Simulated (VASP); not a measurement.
# As (Pm-3m) in VASP: notebook

As is run at these levels: PBE; tasks: single point, relaxation of cell and atoms.

Everything below comes from runs of VASP 6.6.1. Logs are shortened: lines on timing, memory, paths and dates and some standing lists are left out, and cuts for length are marked.

### Step 1. The cell of the first run

Symmetry: Pm-3m, No. 221, cubic system. Conventional cell: a = 4.039 Å, b = 4.039 Å, c = 4.039 Å, α = 90.00°, β = 90.00°, γ = 90.00°. Within 3.8 Å of As (site symmetry 4/mmm) lie 8 As at 2.86 Å.

### Step 2. Single point, PBE

Input file INCAR:

```
SYSTEM = As
PREC = Accurate
ENCUT = 520
EDIFF = 1E-6
ISMEAR = 0
SIGMA = 0.1
LREAL = .FALSE.
LASPH = .TRUE.
NELM = 80
ALGO = Normal
ISIF = 2
LWAVE = .FALSE.
LCHARG = .FALSE.
GGA = PE
NBANDS = 14
```

Input file KPOINTS:

```
regular mesh
0
G
  12 12 12
  0 0 0
```

Input file POSCAR:

```
As
1.0
    4.0388068793      0.0000000000      0.0000000000
    0.0000000000      4.0388068793      0.0000000000
    0.0000000000      0.0000000000      4.0388068793
As
3
Direct
    0.5000000000      0.0000000000      0.0000000000
    0.0000000000      0.5000000000      0.0000000000
    0.0000000000      0.0000000000      0.5000000000
```

Potentials or basis: VASP PAW PBE potentials, release 64 (As).

On the command line:

```bash
$ cat potpaw_PBE.64/As/POTCAR > POTCAR
$ mpirun -np 1 vasp_std > vasp.out
```

OUTCAR:

```text
SYSTEM = As
   PREC = Accurate
   ENCUT = 520
   EDIFF = 1E-6
   ISMEAR = 0
   LREAL = .FALSE.
   LASPH = .TRUE.
   NELM = 80
   ISIF = 2
   GGA = PE

 ion  position               nearest neighbor table
   1  0.500  0.000  0.000-   2 2.86   3 2.86   3 2.86   2 2.86   2 2.86   3 2.86   3 2.86   2 2.86

   2  0.000  0.500  0.000-   1 2.86   3 2.86   3 2.86   1 2.86   3 2.86   3 2.86   1 2.86   1 2.86

   3  0.000  0.000  0.500-   1 2.86   2 2.86   1 2.86   2 2.86   2 2.86   2 2.86   1 2.86   1 2.86

  LATTYP: Found a simple cubic cell.
 ALAT       =     4.0388068793

  Lattice vectors:

 A1 = (   4.0388068793,   0.0000000000,   0.0000000000)
 A2 = (   0.0000000000,   4.0388068793,   0.0000000000)
 A3 = (   0.0000000000,   0.0000000000,   4.0388068793)

Analysis of symmetry for initial positions (statically):
=====================================================================
 Subroutine PRICEL returns:
 Original cell was already a primitive cell.

 Routine SETGRP: Setting up the symmetry group for a
 simple cubic supercell.

 Subroutine GETGRP returns: Found 48 space group operations
 (whereof 48 operations were pure point group operations)
 out of a pool of 48 trial point group operations.

The static configuration has the point symmetry O_h .

Analysis of symmetry for dynamics (positions and initial velocities):
=====================================================================
 Subroutine PRICEL returns:
 Original cell was already a primitive cell.

 Routine SETGRP: Setting up the symmetry group for a
 simple cubic supercell.

 Subroutine GETGRP returns: Found 48 space group operations
 (whereof 48 operations were pure point group operations)
 out of a pool of 48 trial point group operations.

The dynamic configuration has the point symmetry O_h .

 Subroutine INISYM returns: Found 48 space group operations
 (whereof 48 operations are pure point group operations),
 and found     1 'primitive' translations

----------------------------------------------------------------------------------------

                                     Primitive cell

  volume of cell :      65.8809

  direct lattice vectors                    reciprocal lattice vectors
     4.038806879  0.000000000  0.000000000     0.247597875  0.000000000  0.000000000
     0.000000000  4.038806879  0.000000000     0.000000000  0.247597875  0.000000000
     0.000000000  0.000000000  4.038806879     0.000000000  0.000000000  0.247597875

  length of vectors
     4.038806879  4.038806879  4.038806879     0.247597875  0.247597875  0.247597875

  position of ions in fractional coordinates (direct lattice)
     0.500000000  0.000000000  0.000000000
     0.000000000  0.500000000  0.000000000
     0.000000000  0.000000000  0.500000000

  ion indices of the primitive-cell ions
   primitive index   ion index
                 1           1
                 2           2
                 3           3

----------------------------------------------------------------------------------------

 KPOINTS: regular mesh

Automatic generation of k-mesh.
 Grid dimensions read from file:
 generate k-points for:   12   12   12

 Generating k-lattice:

  Cartesian coordinates                     Fractional coordinates (reciprocal lattice)
     0.020633156  0.000000000  0.000000000     0.083333333  0.000000000  0.000000000
     0.000000000  0.020633156  0.000000000     0.000000000  0.083333333  0.000000000
     0.000000000  0.000000000  0.020633156     0.000000000  0.000000000  0.083333333

  Length of vectors
     0.020633156  0.020633156  0.020633156

  Shift w.r.t. Gamma in fractional coordinates (k-lattice)
     0.000000000  0.000000000  0.000000000

 Subroutine IBZKPT returns following result:
 ===========================================

 Found     84 irreducible k-points:

 Following reciprocal coordinates:
            Coordinates               Weight
  0.000000  0.000000  0.000000      1.000000
  0.083333  0.000000  0.000000      6.000000
  0.166667  0.000000  0.000000      6.000000
  0.250000  0.000000  0.000000      6.000000
  0.333333  0.000000  0.000000      6.000000
  0.416667  0.000000  0.000000      6.000000
[... 16 lines left out ...]
  0.333333  0.333333  0.000000     12.000000
  0.416667  0.333333  0.000000     24.000000
 [... further k-points ...]
   k-points           NKPTS =     84   k-points in BZ     NKDIM =     84   number of bands    NBANDS=     14
   number of dos      NEDOS =    301   number of ions     NIONS =      3
   total plane-waves  NPLWV =  27000
   dimension x,y,z NGX =    30 NGY =   30 NGZ =   30
   dimension x,y,z NGXF=    60 NGYF=   60 NGZF=   60
   ions per type =               3
   NGX,Y,Z   is equivalent  to a cutoff of  12.35, 12.35, 12.35 a.u.
   NGXF,Y,Z  is equivalent  to a cutoff of  24.70, 24.70, 24.70 a.u.
 SYSTEM =  As
   PREC   = accura    normal or accurate (medium, high low for compatibility)
   ISTART =      0    job   : 0-new  1-cont  2-samecut
   ICHARG =      2    charge: 1-file 2-atom 10-const
   ISPIN  =      1    spin polarized calculation?
   LNONCOLLINEAR =      F non collinear calculations
   LSORBIT =      F    spin-orbit coupling
   LASPH  =      T    aspherical Exc in radial PAW
   ENCUT  =  520.0 eV  38.22 Ry    6.18 a.u.   7.51  7.51  7.51*2*pi/ulx,y,z
   NELM   =     80;   NELMIN=  2; NELMDL= -5     # of ELM steps
   EDIFF  = 0.1E-05   stopping-criterion for ELM
   LREAL  =      F    real-space projection
   EDIFFG = 0.1E-04   stopping-criterion for IOM
   NSW    =      0    number of steps for IOM
   IBRION =     -1    ionic relax: 0-MD 1-quasi-New 2-CG
   NFREE  =      0    steps in history (QN), initial steepest desc. (CG)
   ISIF   =      2    stress and relaxation
   ISYM   =      2    0-nonsym 1-usesym 2-fastsym
   POTIM  = 0.5000    time-step for ionic-motion
   TEBEG  =    0.0;   TEEND  =   0.0 temperature during run
   PSTRESS=    0.0 pullay stress
   NELECT =      15.0000    total number of electrons
   NUPDOWN=      -1.0000    fix difference up-down
   EMIN   =  10.00;   EMAX   =-10.00  energy-range for DOS
   EFERMI =   0.00;   METHOD = LEGACY
   ISMEAR =     0;   SIGMA  =   0.10  broadening in eV -4-tet -1-fermi 0-gaus
   EFERMI_NEDOS =   21; number of points for ismear=-14 and -15
   IALGO  =     38    algorithm
   IMIX   =      4    mixing-type and parameters
     AMIX     =   0.40;   BMIX     =  1.00
     AMIX_MAG =   1.60;   BMIX_MAG =  1.00
  volume/ion in A,a.u.               =      21.96       148.20
  Fermi-wavevector in a.u.,A,eV,Ry     =   0.999660  1.889083 13.596566  0.999319
  Thomas-Fermi vector in A             =   2.131965
   LORBIT       =      0    0 simple, 1 ext, 2 COOP (PROOUT), +10 PAW based schemes
   GGA     = PE    functional components
   LHFCALC =     F    Hartree Fock is set to
   AEXX    =    0.0000 exact exchange contribution
   IVDW    =     0    specifies the selected vdW correction
   LEPSILON=     F    determine dielectric tensor
   LRPA    =     F    only Hartree local field effects (RPA)
 non-spin polarized calculation
 Gauss-broadening in eV      SIGMA  =   0.10
  energy-cutoff  :      520.00
  volume of cell :       65.88
 maximum number of plane-waves:      1800
   NGX = 15   NGY = 15   NGZ = 15

 number of electron      15.0000003 magnetization

 Free energy of the ion-electron system (eV)
  ---------------------------------------------------
  ext. energy  EPLUGINS =         0.00000000
  ---------------------------------------------------
  free energy    TOTEN  =       -12.93173259 eV

  energy without entropy =      -12.92183787  energy(sigma->0) =      -12.92678523

 E-fermi :   4.9751     XC(G=0):  -9.8808

 val. band max:        4.9631001887   @ k =   0.4167   0.3333   0.1667
 cond. band min:       4.9825424005   @ k =   0.2500   0.2500   0.1667
 fundamental gap:      0.0194422119
 Fermi energy:         4.9751437876

 k-point     1 :       0.0000    0.0000    0.0000
  band No.  band energies     occupation
      1      -9.6736      2.00000
      2      -3.0596      2.00000
      3      -3.0596      2.00000
      4       0.3673      2.00000
      5       0.3673      2.00000
      6       0.3673      2.00000
      7       6.6534      0.00000
      8       6.6534      0.00000
      9       6.6534      0.00000
     10       6.9914      0.00000
     11       9.5351      0.00000
     12       9.5351      0.00000
     13       9.5351      0.00000
     14      12.5905      0.00000

 k-point     2 :       0.0833    0.0000    0.0000
  band No.  band energies     occupation
      1      -9.6198      2.00000
      2      -3.3780      2.00000
      3      -3.0385      2.00000
      4       0.4216      2.00000
      5       0.4216      2.00000
      6       0.6755      2.00000
      7       6.4446      0.00000
      8       6.5145      0.00000
      9       6.5145      0.00000
     10       7.1738      0.00000
     11       9.1852      0.00000
     12       9.2920      0.00000
     13       9.2920      0.00000
     14      12.6378      0.00000

 k-point     3 :       0.1667    0.0000    0.0000
  band No.  band energies     occupation
      1      -9.4604      2.00000
      2      -4.0942      2.00000
      3      -2.9795      2.00000
      4       0.5812      2.00000
      5       0.5812      2.00000
      6       1.3632      2.00000
      7       5.9459      0.00000
      8       6.0910      0.00000
      9       6.0910      0.00000
     10       7.6810      0.00000
     11       8.4275      0.00000
     12       8.9301      0.00000
     13       8.9301      0.00000
     14      12.7766      0.00000

 k-point     4 :       0.2500    0.0000    0.0000
  band No.  band energies     occupation
      1      -9.2025      2.00000
      2      -4.9174      2.00000
      3      -2.8953      2.00000
      4       0.8348      2.00000
      5       0.8348      2.00000
      6       2.1561      2.00000
      7       5.3732      0.00000
      8       5.4523      0.00000
      9       5.4523      0.00000
     10       7.3486      0.00000
     11       8.7167      0.00000
     12       8.7385      0.00000
     13       8.7385      0.00000
     14      12.9946      0.00000

 k-point     5 :       0.3333    0.0000    0.0000
  band No.  band energies     occupation
      1      -8.8660      2.00000
      2      -5.7035      2.00000
      3      -2.8063      2.00000
      4       1.1540      2.00000
      5       1.1540      2.00000
      6       2.9600      2.00000
      7       4.7624      1.99737
      8       4.7624      1.99737
      9       4.8767      1.83634
     10       6.4057      0.00000
     11       8.6865      0.00000
[... 276 lines left out ...]
 k-point    22 :       0.5000    0.2500    0.0000
  band No.  band energies     occupation
      1      -7.8178      2.00000
      2      -6.3602      2.00000
      3      -4.1180      2.00000
      4       0.9836      2.00000
      5       1.8374      2.00000
      6       2.1732      2.00000
      7       4.1374      2.00000
      8       4.7103      1.99982
      9       5.7760      0.00000
     10       6.5682      0.00000
     11       8.0640      0.00000
     12       8.2640      0.00000
     13      12.7425      0.00000
     14      13.1234      0.00000

 k-point    23 :       0.3333    0.3333    0.0000
  band No.  band energies     occupation
      1      -8.0367      2.00000
      2      -5.5816      2.00000
      3      -4.7206      2.00000
      4       0.7118      2.00000
      5       1.9705      2.00000
      6       2.0208      2.00000
      7       4.7531      1.99831
      8       4.7822      1.99365
      9       5.8362      0.00000
     10       6.0110      0.00000
     11       7.5686      0.00000
     12       9.8178      0.00000
     13      11.5445      0.00000
     14      13.0068      0.00000

 k-point    24 :       0.4167    0.3333    0.0000
  band No.  band energies     occupation
      1      -7.6512      2.00000
      2      -5.9511      2.00000
      3      -4.8632      2.00000
      4       0.3918      2.00000
      5       2.0157      2.00000
      6       2.3998      2.00000
      7       4.4468      2.00000
      8       4.8500      1.92324
      9       5.5578      0.00000
     10       5.6994      0.00000
     11       8.3082      0.00000
     12       9.7424      0.00000
     13      12.2148      0.00000
     14      12.6050      0.00000

 [... further k-points ...]

------------------------ aborting loop because EDIFF is reached ----------------------------------------

  FORCE on cell =-STRESS in cart. coord.  units (eV):
  Direction    XX          YY          ZZ          XY          YZ          ZX
  --------------------------------------------------------------------------------------
  -------------------------------------------------------------------------------------
  Total        0.0268071      0.0268071      0.0268071     -0.0000000     -0.0000000      0.0000000
  in kB        0.6519293      0.6519293      0.6519293     -0.0000000     -0.0000000      0.0000000
  external PRESSURE =       0.6519293 kB  Pullay stress =       0.0000000 kB

 VOLUME and BASIS-vectors are now :
 -----------------------------------------------------------------------------
  energy-cutoff  :      520.00
  volume of cell :       65.88
      direct lattice vectors                 reciprocal lattice vectors
     4.038806879  0.000000000  0.000000000     0.247597875  0.000000000  0.000000000
     0.000000000  4.038806879  0.000000000     0.000000000  0.247597875  0.000000000
     0.000000000  0.000000000  4.038806879     0.000000000  0.000000000  0.247597875

 POSITION                                       TOTAL-FORCE (eV/Angst)
 -----------------------------------------------------------------------------------
      2.01940      0.00000      0.00000         0.000000      0.000000      0.000000
      0.00000      2.01940      0.00000         0.000000      0.000000      0.000000
      0.00000      0.00000      2.01940         0.000000      0.000000      0.000000
 -----------------------------------------------------------------------------------
    total drift:                               -0.000000      0.000000      0.000000

  FREE ENERGIE OF THE ION-ELECTRON SYSTEM (eV)
  ---------------------------------------------------
  free  energy   TOTEN  =       -12.9317325943 eV

  energy  without entropy=      -12.9218378683  energy(sigma->0) =      -12.92678523
```

It took 44 s on 1 thread of AMD EPYC 7R43 (Zen 3), shared host; peak memory 0.17 GiB.

Results:

- Free energy: -12.9317 eV
- Pressure: 0.1 GPa

Levels at points of the mesh, in eV from the Fermi level:
```tsv
k point	band 4	band 5	band 6	band 7	band 8	band 9	band 10	band 11
(0.00, 0.00, 0.00)	-4.61	-4.61	-4.61	1.68	1.68	1.68	2.02	4.56
(0.50, 0.00, 0.00)	-3.36	-3.36	-1.01	-1.01	-0.55	-0.38	-0.36	3.72
(0.50, 0.50, 0.00)	-5.34	-2.58	-1.50	-0.64	-0.64	-0.06	-0.06	4.92
(0.50, 0.50, 0.50)	-7.44	-4.91	-4.91	-4.91	2.30	5.29	5.29	5.89
```

(Continued in part 2 of 2.)
